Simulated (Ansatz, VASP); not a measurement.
# Li in VASP and in Ansatz

INCAR

```
  ALGO = Normal
  EDIFF = 1E-7
  ENCUT = 520
  ISIF = 2
  ISMEAR = -1
  LASPH = T
  LCHARG = F
  LREAL = F
  LWAVE = F
  NBANDS = 12
  NELM = 60
  PREC = Accurate
  SIGMA = 0.1
```

KPOINTS

```
k-points
0
Gamma
  5 5 7
```

File POSCAR:

```
Li
1.0
    4.9488700000      0.0000000000      0.0000000000
   -2.4744300000      4.2858400000      0.0000000000
    0.0000000000      0.0000000000      2.8888400000
Li
3
Direct
    0.0343400000      0.0302900000      0.9506100000
    0.6500733919      0.2924467762      0.5131800000
    0.3400500000      0.6653300000      0.5448200000
```

Input for Ansatz:

```yaml
crystal:
  lattice:
    - [4.94887, 0.0, 0.0]
    - [-2.47443, 4.28584, 0.0]
    - [0.0, 0.0, 2.88884]
  atoms:
    - { symbol: Li, position: [0.03434, 0.03029, 0.95061] }
    - { symbol: Li, position: [0.650073391859077, 0.29244677617456555, 0.51318] }
    - { symbol: Li, position: [0.34005, 0.66533, 0.54482] }
basis:
  ecutwfc: 540.0
  xc_grid: 2
kpoints:
  mp_grid:
    grid: [5, 5, 7]
hamiltonian:
  xc: lda
scf:
  convergence:
    dr2_threshold: 1.0e-09
  occupations:
    method: fermi_dirac
    width: 0.1
output:
  forces: true
  stress: true
```

Alike in both runs: task single point; functional LDA; k mesh 5 × 5 × 7; occupations fermi-dirac, width 0.1 eV; no spin polarisation.

```csv
,VASP,Ansatz
version,VASP 6.6.1,Ansatz 0.2.0
potentials or method,"VASP PAW LDA potentials, release 64 (Li_sv), cutoff 520 eV","plane waves, PAW"
valence electrons in the cell,9,9
```

VASP gave:

- rms of the force components (eV/Å): 0.145

**Question.** Estimate Ansatz's values.

**Answer.** rms of the force components (eV/Å): 0.144.

LDA's correlation is that of Perdew and Zunger in VASP and of Perdew and Wang (1992) in Ansatz. Atom by atom the forces differ by 0.001 eV/Å (rms over components). Ansatz's warnings: stress scf threshold loose.

Noted on VASP's run: the cutoff is short for stress, so the pressure is rough.
